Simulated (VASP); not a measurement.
Set up this calculation in VASP 6.6.1, as the native input.

```
Task                   : single point
Functional             : PBE
Potentials or basis    : VASP PAW PBE potentials, release 64 (Zn, S)
Cutoff                 : 520 eV
k mesh                 : 2 × 2 × 2
Occupations            : gaussian, width 0.01 eV
Spin                   : no spin polarisation
Dipole correction      : no
Further INCAR settings : LREAL = Auto; ALGO = Normal; EDIFF = 1e-07; NBANDS = 79
```

The structure of Zn7S8 (a cell with a defect) lies in POSCAR:

```
Zn7S8
1.0
    0.0000000000      5.4423087610     -5.4423087610
    5.4423087610      5.4423087610      0.0000000000
    5.4423087610      0.0000000000     -5.4423087610
Zn S
7 8
Direct
    0.0049378940     -0.0055727454      0.0037289078
    0.4967194183      0.5026510859      0.0039079537
    0.4969015018     -0.0055690060      0.0037242132
    0.0049467124      0.5024697632      0.4956894646
    0.0051332012     -0.0057707272      0.4955026613
    0.4968856558      0.5024714107      0.4956907154
    0.5009170864     -0.0015552641      0.4997157747
    0.1259496622      0.1235063537      0.1245881431
    0.1258001504      0.6234780004      0.1247432390
    0.6262653553      0.1239382154      0.1235244521
    0.6259736187      0.6234790646      0.1247441861
    0.1247304550      0.1237939778      0.6250579543
    0.1259341653      0.6233090181      0.6248170130
    0.6264151532      0.1237943814      0.6250556605
    0.6262696777      0.6222582240      0.6251988679
```

This cell differs from its parent crystal: atoms taken out, then relaxed in part.

The input as run:

INCAR

```
PREC = Accurate
ENCUT = 520
EDIFF = 1E-7
ISMEAR = 0
SIGMA = 0.01
LREAL = Auto
LASPH = True
NELM = 80
ALGO = Normal
ISIF = 2
LWAVE = False
LCHARG = True
GGA = PE
LELF = True
LVHAR = True
NBANDS = 79
```

KPOINTS

```
regular mesh
0
Gamma
  2 2 2
```

Potentials or basis: VASP PAW PBE potentials, release 64 (Zn, S).

Run with:

```bash
$ cat potpaw_PBE.64/Zn/POTCAR potpaw_PBE.64/S/POTCAR > POTCAR
$ mpirun -np 1 vasp_std > vasp.out
```

Results of the run:

- Pressure: -1.1 GPa
- Largest force: 0.021 eV/Å
- Band gap on the k mesh: zero (bands 66 and 67 overlap by 0.44 eV)

Caveat: the k points lie up to 0.50 Å⁻¹ apart; the cell differs from its parent crystal (atoms taken out, then relaxed in part).

Wall time 9.3 min on 1 thread of Intel Xeon 8259CL (shared host), peak memory 0.52 GiB.
